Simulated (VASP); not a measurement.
Ti3GaF6: single point with PBE+D3(BJ)

The system is Ti3GaF6.

```
Ti Ga F
1.0
     0.00000    3.84857    3.84857
     3.84857    0.00000    3.84857
     3.84857    3.84857    0.00000
Ti Ga F
3 1 6
Cartesian
  5.7729 5.7729 5.7729
  1.9243 1.9243 1.9243
  0.0000 0.0000 0.0000
  3.8486 3.8486 3.8486
  5.4149 3.8486 3.8486
  3.8486 5.4149 3.8486
  2.2822 3.8486 3.8486
  3.8486 2.2822 3.8486
  3.8486 3.8486 5.4149
  3.8486 3.8486 2.2822
```

| Property | Result |
| --- | --- |
| Program | VASP 6.6.1 |
| Task | single point |
| Functional | PBE |
| Dispersion | D3(BJ) |
| Potentials or basis | VASP PAW PBE potentials, release 64 (Ti_sv, Ga_d, F) |
| Cutoff | 520 eV |
| k mesh | 4 × 4 × 4 |
| Occupations | fermi-dirac, width 0.1 eV |
| Spin | no spin polarisation |
| Dipole correction | no |
| Further INCAR settings | ALGO = Normal; EDIFF = 1e-06; NBANDS = 56 |

The pressure is 64.3 GPa. The largest force is 14.494 eV/Å and the dispersion energy per atom is -0.222 eV.

Forces on the atoms (eV/Å):
```
Ti    0.000   0.000   0.000
Ti    0.000   0.000   0.000
Ti    0.000   0.000   0.000
Ga    0.000   0.000   0.000
F    14.494   0.000   0.000
F     0.000  14.494   0.000
F   -14.494   0.000   0.000
F     0.000 -14.494   0.000
F     0.000   0.000  14.494
F     0.000   0.000 -14.494
```

Levels at points of the mesh, in eV from the Fermi level:
```tsv
k point	band 42	band 43	band 44	band 45	band 46	band 47	band 48	band 49	band 50	band 51
(0.00, 0.00, 0.00)	-1.78	-0.60	-0.60	-0.35	-0.35	-0.35	-0.01	-0.01	-0.01	0.90
(0.50, 0.00, 0.00)	-0.23	-0.21	-0.21	0.03	0.03	0.06	0.18	0.24	0.24	0.60
(0.50, 0.50, 0.00)	-0.28	-0.08	-0.07	-0.03	-0.03	0.04	0.45	0.59	0.59	0.65
```

Run time: 60 s on 1 thread of Intel(R) Xeon(R) Platinum 8375C CPU @ 2.90GHz (Ice Lake), on a shared host, peak memory 0.26 GiB.

Caveat: an odd number of electrons without spin polarisation forces a metal; a magnetic or distorted state may lie lower; semilocal functionals often make such compounds metallic where correlation or magnetic order opens a gap, which also shifts bond lengths; pairwise dispersion overbinds metals, which lowers pressure and volume.
